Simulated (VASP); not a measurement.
# Be3Pd (I4/mmm) in VASP: further runs

Runs on Be3Pd. Level: LDA. Tasks: single point, relaxation of volume and atoms at fixed shape.

Everything below comes from runs of VASP 6.6.1. Logs are shortened: lines on timing, memory, paths and dates and some standing lists are left out, and cuts for length are marked.

## Step 1: The cell of the first run

The structure is tetragonal, space group I4/mmm (No. 139). The conventional cell has a = 3.264 Å, b = 3.264 Å, c = 7.080 Å, α = 90.00°, β = 90.00°, γ = 90.00°. Be (site symmetry -4m2) has 8 Be at 2.31 to 2.41 Å and 4 Pd at 2.41 Å within 3.1 Å. Within 3.1 Å of Be (site symmetry 4/mmm) lie 4 Pd at 2.31 Å and 8 Be at 2.41 Å. Pd (site symmetry 4/mmm) has 12 Be at 2.31 to 2.41 Å within 3.1 Å.

## Step 2: Single point, LDA

The input, INCAR:

```
SYSTEM = Be3Pd
PREC = Accurate
ENCUT = 520
EDIFF = 1E-6
ISMEAR = -1
SIGMA = 0.05
LREAL = .False.
LASPH = .True.
NELM = 80
ALGO = Normal
ISIF = 2
LWAVE = .False.
LCHARG = .True.
LELF = .True.
LVHAR = .True.
NBANDS = 16
```

The input, KPOINTS:

```
regular mesh
0
Gamma
  11 11 11
  0 0 0
```

The input, POSCAR:

```
Be3Pd
1.0
   -1.6318279452      1.6318279452      3.5399409280
    1.6318279452     -1.6318279452      3.5399409280
    1.6318279452      1.6318279452     -3.5399409280
Be Pd
3 1
Direct
    0.7500000000      0.2500000000      0.5000000000
    0.2500000000      0.7500000000      0.5000000000
    0.5000000000      0.5000000000      0.0000000000
    0.0000000000      0.0000000000      0.0000000000
```

Potentials or basis: VASP PAW LDA potentials, release 64 (Be, Pd).

Launch:

```sh
> cat potpaw_LDA.64/Be/POTCAR potpaw_LDA.64/Pd/POTCAR > POTCAR
> mpirun -np 1 vasp_std > vasp.out
```

OUTCAR:

```text
SYSTEM = Be3Pd
   PREC = Accurate
   ENCUT = 520
   EDIFF = 1E-6
   ISMEAR = -1
   LREAL = .False.
   LASPH = .True.
   NELM = 80
   ISIF = 2

 ion  position               nearest neighbor table
   1  0.750  0.250  0.500-   2 2.31   2 2.31   2 2.31   2 2.31   4 2.41   4 2.41   4 2.41   4 2.41

   2  0.250  0.750  0.500-   1 2.31   1 2.31   1 2.31   1 2.31   4 2.41   4 2.41   4 2.41   4 2.41

   3  0.500  0.500  0.000-   4 2.31   4 2.31   4 2.31   4 2.31
   4  0.000  0.000  0.000-   3 2.31   3 2.31   3 2.31   3 2.31   2 2.41   1 2.41   2 2.41   2 2.41
                             1 2.41   1 2.41   2 2.41   1 2.41

  LATTYP: Found a body centered tetragonal cell.
 ALAT       =     3.2636558904
 C/A-ratio  =     2.1693101521

  Lattice vectors:

 A1 = (  -1.6318279452,   1.6318279452,   3.5399409280)
 A2 = (   1.6318279452,  -1.6318279452,   3.5399409280)
 A3 = (   1.6318279452,   1.6318279452,  -3.5399409280)

Analysis of symmetry for initial positions (statically):
=====================================================================
 Subroutine PRICEL returns:
 Original cell was already a primitive cell.

 Routine SETGRP: Setting up the symmetry group for a
 body centered tetragonal supercell.

 Subroutine GETGRP returns: Found 16 space group operations
 (whereof 16 operations were pure point group operations)
 out of a pool of 16 trial point group operations.

The static configuration has the point symmetry D_4h.

Analysis of symmetry for dynamics (positions and initial velocities):
=====================================================================
 Subroutine PRICEL returns:
 Original cell was already a primitive cell.

 Routine SETGRP: Setting up the symmetry group for a
 body centered tetragonal supercell.

 Subroutine GETGRP returns: Found 16 space group operations
 (whereof 16 operations were pure point group operations)
 out of a pool of 16 trial point group operations.

The dynamic configuration has the point symmetry D_4h.

 Subroutine INISYM returns: Found 16 space group operations
 (whereof 16 operations are pure point group operations),
 and found     1 'primitive' translations

----------------------------------------------------------------------------------------

                                     Primitive cell

  volume of cell :      37.7055

  direct lattice vectors                    reciprocal lattice vectors
    -1.631827945  1.631827945  3.539940928     0.000000000  0.306404852  0.141245295
     1.631827945 -1.631827945  3.539940928     0.306404852  0.000000000  0.141245295
     1.631827945  1.631827945 -3.539940928     0.306404852  0.306404852  0.000000000

  length of vectors
     4.225743326  4.225743326  4.225743326     0.337393193  0.337393193  0.433321897

  position of ions in fractional coordinates (direct lattice)
     0.750000000  0.250000000  0.500000000
     0.250000000  0.750000000  0.500000000
     0.500000000  0.500000000  0.000000000
     0.000000000  0.000000000  0.000000000

  ion indices of the primitive-cell ions
   primitive index   ion index
                 1           1
                 2           2
                 3           3
                 4           4

----------------------------------------------------------------------------------------

 KPOINTS: regular mesh

Automatic generation of k-mesh.
 Grid dimensions read from file:
 generate k-points for:   11   11   11

 Generating k-lattice:

  Cartesian coordinates                     Fractional coordinates (reciprocal lattice)
     0.000000000  0.027854987  0.012840481     0.090909091  0.000000000 -0.000000000
     0.027854987  0.000000000  0.012840481     0.000000000  0.090909091 -0.000000000
     0.027854987  0.027854987  0.000000000     0.000000000  0.000000000  0.090909091

  Length of vectors
     0.030672108  0.030672108  0.039392900

  Shift w.r.t. Gamma in fractional coordinates (k-lattice)
     0.000000000  0.000000000  0.000000000

 Subroutine IBZKPT returns following result:
 ===========================================

 Found    126 irreducible k-points:

 Following reciprocal coordinates:
            Coordinates               Weight
  0.000000  0.000000  0.000000      1.000000
  0.090909 -0.000000  0.000000      8.000000
  0.181818 -0.000000  0.000000      8.000000
  0.272727  0.000000  0.000000      8.000000
  0.363636  0.000000  0.000000      8.000000
  0.454545 -0.000000  0.000000      8.000000
[... 16 lines left out ...]
 -0.272727  0.181818  0.000000     16.000000
 -0.181818  0.181818  0.000000      4.000000
 [... further k-points ...]
   k-points           NKPTS =    126   k-points in BZ     NKDIM =    126   number of bands    NBANDS=     16
   number of dos      NEDOS =    301   number of ions     NIONS =      4
   total plane-waves  NPLWV =  32768
   dimension x,y,z NGX =    32 NGY =   32 NGZ =   32
   dimension x,y,z NGXF=    64 NGYF=   64 NGZF=   64
   ions per type =               3   1
   NGX,Y,Z   is equivalent  to a cutoff of  12.59, 12.59, 12.59 a.u.
   NGXF,Y,Z  is equivalent  to a cutoff of  25.18, 25.18, 25.18 a.u.
 SYSTEM =  Be3Pd
   PREC   = accura    normal or accurate (medium, high low for compatibility)
   ISTART =      0    job   : 0-new  1-cont  2-samecut
   ICHARG =      2    charge: 1-file 2-atom 10-const
   ISPIN  =      1    spin polarized calculation?
   LNONCOLLINEAR =      F non collinear calculations
   LSORBIT =      F    spin-orbit coupling
   LASPH  =      T    aspherical Exc in radial PAW
   ENCUT  =  520.0 eV  38.22 Ry    6.18 a.u.   7.86  7.86  7.86*2*pi/ulx,y,z
   NELM   =     80;   NELMIN=  2; NELMDL= -5     # of ELM steps
   EDIFF  = 0.1E-05   stopping-criterion for ELM
   LREAL  =      F    real-space projection
   EDIFFG = 0.1E-04   stopping-criterion for IOM
   NSW    =      0    number of steps for IOM
   IBRION =     -1    ionic relax: 0-MD 1-quasi-New 2-CG
   NFREE  =      0    steps in history (QN), initial steepest desc. (CG)
   ISIF   =      2    stress and relaxation
   ISYM   =      2    0-nonsym 1-usesym 2-fastsym
   POTIM  = 0.5000    time-step for ionic-motion
   TEBEG  =    0.0;   TEEND  =   0.0 temperature during run
   PSTRESS=    0.0 pullay stress
   NELECT =      16.0000    total number of electrons
   NUPDOWN=      -1.0000    fix difference up-down
   EMIN   =  10.00;   EMAX   =-10.00  energy-range for DOS
   EFERMI =   0.00;   METHOD = LEGACY
   ISMEAR =    -1;   SIGMA  =   0.05  broadening in eV -4-tet -1-fermi 0-gaus
   EFERMI_NEDOS =   21; number of points for ismear=-14 and -15
   IALGO  =     38    algorithm
   IMIX   =      4    mixing-type and parameters
     AMIX     =   0.40;   BMIX     =  1.00
     AMIX_MAG =   1.60;   BMIX_MAG =  1.00
  volume/ion in A,a.u.               =       9.43        63.61
  Fermi-wavevector in a.u.,A,eV,Ry     =   1.230212  2.324763 20.591346  1.513421
  Thomas-Fermi vector in A             =   2.365069
   LORBIT       =      0    0 simple, 1 ext, 2 COOP (PROOUT), +10 PAW based schemes
   GGA     = CA    functional components
   LHFCALC =     F    Hartree Fock is set to
   AEXX    =    0.0000 exact exchange contribution
   IVDW    =     0    specifies the selected vdW correction
   LEPSILON=     F    determine dielectric tensor
   LRPA    =     F    only Hartree local field effects (RPA)
 non-spin polarized calculation
  energy-cutoff  :      520.00
  volume of cell :       37.71
 maximum number of plane-waves:      1029
   NGX = 15   NGY = 15   NGZ = 15

 number of electron      16.0000003 magnetization

 Free energy of the ion-electron system (eV)
  ---------------------------------------------------
  ext. energy  EPLUGINS =         0.00000000
  ---------------------------------------------------
  free energy    TOTEN  =       -20.45638879 eV

  energy without entropy =      -20.44908979  energy(sigma->0) =      -20.45273929

 E-fermi :   8.4221     XC(G=0): -11.7942

 val. band max:        8.4024957936   @ k =   0.4545   0.2727   0.0909
 cond. band min:       8.4424862098   @ k =  -0.1818  -0.2727   0.0909
 fundamental gap:      0.0399904161
 Fermi energy:         8.4221184261

 k-point     1 :       0.0000    0.0000    0.0000
  band No.  band energies     occupation
      1      -1.7251      2.00000
      2       2.9827      2.00000
      3       3.3770      2.00000
      4       3.7794      2.00000
      5       3.7794      2.00000
      6       4.8165      2.00000
[... 8 lines left out ...]
     15      16.9994      0.00000
     16      20.1623      0.00000

 k-point     2 :       0.0909   -0.0000    0.0000
  band No.  band energies     occupation
      1      -1.6003      2.00000
      2       3.0080      2.00000
      3       3.3559      2.00000
      4       3.6232      2.00000
      5       3.8260      2.00000
      6       4.6886      2.00000
[... 8 lines left out ...]
     15      17.0941      0.00000
     16      19.5734      0.00000

 k-point     3 :       0.1818   -0.0000    0.0000
  band No.  band energies     occupation
      1      -1.2338      2.00000
      2       2.9640      2.00000
      3       3.0738      2.00000
      4       3.6827      2.00000
      5       3.9422      2.00000
      6       4.3905      2.00000
[... 8 lines left out ...]
     15      18.1177      0.00000
     16      18.3311      0.00000

 k-point     4 :       0.2727    0.0000    0.0000
  band No.  band energies     occupation
      1      -0.6525      2.00000
      2       2.5521      2.00000
      3       2.9770      2.00000
      4       3.9152      2.00000
      5       3.9907      2.00000
      6       4.2413      2.00000
[... 8 lines left out ...]
     15      17.4709      0.00000
     16      19.6796      0.00000

 k-point     5 :       0.3636    0.0000    0.0000
  band No.  band energies     occupation
      1       0.0763      2.00000
      2       2.2280      2.00000
      3       2.7895      2.00000
      4       3.6603      2.00000
      5       4.2618      2.00000
      6       4.3825      2.00000
[... 8 lines left out ...]
     15      18.1841      0.00000
     16      19.9046      0.00000

 k-point     6 :       0.4545   -0.0000    0.0000
  band No.  band energies     occupation
      1       0.7420      2.00000
      2       2.1199      2.00000
      3       2.4290      2.00000
      4       3.5046      2.00000
      5       4.2377      2.00000
      6       4.4891      2.00000
[... 8 lines left out ...]
     15      18.8258      0.00000
     16      19.5201      0.00000
[... 267 lines left out ...]
 k-point    21 :      -0.4545    0.1818    0.0000
  band No.  band energies     occupation
      1       0.9779      2.00000
      2       2.1204      2.00000
      3       2.7992      2.00000
      4       3.5542      2.00000
      5       4.1064      2.00000
      6       4.4869      2.00000
[... 8 lines left out ...]
     15      18.9426      0.00000
     16      20.1400      0.00000

 k-point    22 :      -0.3636    0.1818    0.0000
  band No.  band energies     occupation
      1       0.2421      2.00000
      2       2.4515      2.00000
      3       3.0481      2.00000
      4       3.5399      2.00000
      5       3.9073      2.00000
      6       4.3093      2.00000
[... 8 lines left out ...]
     15      19.3954      0.00000
     16      20.2693      0.00000

 k-point    23 :      -0.2727    0.1818    0.0000
  band No.  band energies     occupation
      1      -0.4237      2.00000
      2       2.8449      2.00000
      3       3.2615      2.00000
      4       3.5501      2.00000
      5       3.7028      2.00000
      6       3.9707      2.00000
[... 8 lines left out ...]
     15      18.8990      0.00000
     16      20.4173      0.00000

 k-point    24 :      -0.1818    0.1818    0.0000
  band No.  band energies     occupation
      1      -0.9177      2.00000
      2       3.1882      2.00000
      3       3.2571      2.00000
      4       3.4777      2.00000
      5       3.6031      2.00000
      6       4.0278      2.00000
[... 8 lines left out ...]
     15      18.3197      0.00000
     16      18.9265      0.00000

 [... further k-points ...]

------------------------ aborting loop because EDIFF is reached ----------------------------------------

  FORCE on cell =-STRESS in cart. coord.  units (eV):
  Direction    XX          YY          ZZ          XY          YZ          ZX
  --------------------------------------------------------------------------------------
  -------------------------------------------------------------------------------------
  Total        0.1529268      0.1529268      0.0624894      0.0000000     -0.0000000      0.0000000
  in kB        6.4981468      6.4981468      2.6552911      0.0000000     -0.0000000      0.0000000
  external PRESSURE =       5.2171949 kB  Pullay stress =       0.0000000 kB

 VOLUME and BASIS-vectors are now :
 -----------------------------------------------------------------------------
  energy-cutoff  :      520.00
  volume of cell :       37.71
      direct lattice vectors                 reciprocal lattice vectors
    -1.631827945  1.631827945  3.539940928     0.000000000  0.306404852  0.141245295
     1.631827945 -1.631827945  3.539940928     0.306404852  0.000000000  0.141245295
     1.631827945  1.631827945 -3.539940928     0.306404852  0.306404852  0.000000000

 POSITION                                       TOTAL-FORCE (eV/Angst)
 -----------------------------------------------------------------------------------
     -0.00000      1.63183      1.76997        -0.000000     -0.000000      0.000000
      1.63183     -0.00000      1.76997         0.000000      0.000000     -0.000000
      0.00000      0.00000      3.53994        -0.000000     -0.000000      0.000000
      0.00000      0.00000      0.00000        -0.000000     -0.000000      0.000000
 -----------------------------------------------------------------------------------
    total drift:                                0.000000     -0.000000     -0.000000

  FREE ENERGIE OF THE ION-ELECTRON SYSTEM (eV)
  ---------------------------------------------------
  free  energy   TOTEN  =       -20.4563887929 eV

  energy  without entropy=      -20.4490897885  energy(sigma->0) =      -20.45273929
```

It took 26 s on 1 thread of Intel Xeon 6975P-C (Granite Rapids), shared host; peak memory 0.2 GiB.

What came out:

| Quantity | Value |
| --- | --- |
| Free energy | -20.4564 eV |
| Pressure | 0.5 GPa |
| Band gap on the k mesh | zero (band 8 reaches 11.81 eV, above the bottom of band 9 at 6.92 eV) |

## Step 3: Relaxation of volume and atoms at fixed shape, LDA

This run uses another cell than the first one, of 9.93 Å³/atom, 1.053 times its volume.

The input, INCAR:

```
SYSTEM = Be3Pd
ALGO = Normal
EDIFF = 1E-6
EDIFFG = -0.01
ENCUT = 600
GGA = CA
IBRION = 2
ISIF = 8
ISMEAR = -1
LASPH = .True.
LCHARG = .False.
LREAL = .False.
LWAVE = .False.
NELM = 80
NSW = 80
PREC = Accurate
SIGMA = 0.05
```

The input, KPOINTS:

```
k-points
0
Gamma
  11 11 11
  0 0 0
```

The input, POSCAR:

```
Be3Pd
1.0
   -1.6603080000      1.6603080000      3.6017230000
    1.6603080000     -1.6603080000      3.6017230000
    1.6603080000      1.6603080000     -3.6017230000
Be Pd
3 1
Direct
    0.7500000000      0.2500000000      0.5000000000
    0.2500000000      0.7500000000      0.5000000000
    0.5000000000      0.5000000000      0.0000000000
    0.0000000000      0.0000000000      0.0000000000
```

Potentials or basis: VASP PAW LDA potentials, release 64 (Be, Pd).

Launch:

```sh
> cat potpaw_LDA.64/Be/POTCAR potpaw_LDA.64/Pd/POTCAR > POTCAR
> mpirun -np 1 vasp_std > vasp.out
```

Wall time 75 s (1 thread of Intel Xeon 6975P-C (Granite Rapids), shared host); peak memory 0.22 GiB.

The run converged. Its results:

| Property | Result |
| --- | --- |
| Free energy | -20.4572 eV |
| Relaxed volume | 9.46 Å³/atom |
| Relaxed cell | a = 4.230 Å, b = 4.230 Å, c = 4.230 Å, α = 134.57°, β = 134.57°, γ = 66.20° |
| Space group after relaxing (to 0.05 Å) | I4/mmm (No. 139) |
| Energy gained by relaxing | 11.6 meV/atom |
| Ionic steps | 3 |
| Pressure after relaxing | 0.0 GPa |
| Band gap on the k mesh | zero (band 8 reaches 11.77 eV, above the bottom of band 9 at 6.88 eV) |

Stress tensor (GPa, compression positive):
```
 0.13  0.00  0.00
 0.00  0.13  0.00
 0.00  0.00 -0.25
```

Step by step:
| step | energy change (eV) | largest force (eV/Å) | pressure (GPa) | volume (Å³) |
| --- | --- | --- | --- | --- |
| 1 | 0.0000 | 0.0000 | -7.52 | 39.71 |
| 2 | -0.0387 | 0.0000 | 3.47 | 37.10 |
| 3 | -0.0464 | 0.0000 | 0.00 | 37.82 |

Final structure:
```cif
data_structure
_symmetry_space_group_name_H-M 'P 1'
_symmetry_Int_Tables_number 1
_cell_length_a 4.2300
_cell_length_b 4.2300
_cell_length_c 4.2300
_cell_angle_alpha 134.568
_cell_angle_beta 134.568
_cell_angle_gamma 66.202
_cell_volume 37.82
loop_
_atom_site_label
_atom_site_type_symbol
_atom_site_fract_x
_atom_site_fract_y
_atom_site_fract_z
_atom_site_occupancy
Be1 Be 0.75000 0.25000 0.50000 1
Be2 Be 0.25000 0.75000 0.50000 1
Be3 Be 0.50000 0.50000 0.00000 1
Pd1 Pd 0.00000 0.00000 0.00000 1
```

Levels at points of the mesh, in eV from the Fermi level:
```
           k point  band 4  band 5  band 6  band 7  band 8  band 9  band 10  band 11  band 12
(0.00, 0.00, 0.00)   -4.63   -4.63   -3.60   -1.91    3.38    3.38     4.10     4.10     5.94
```
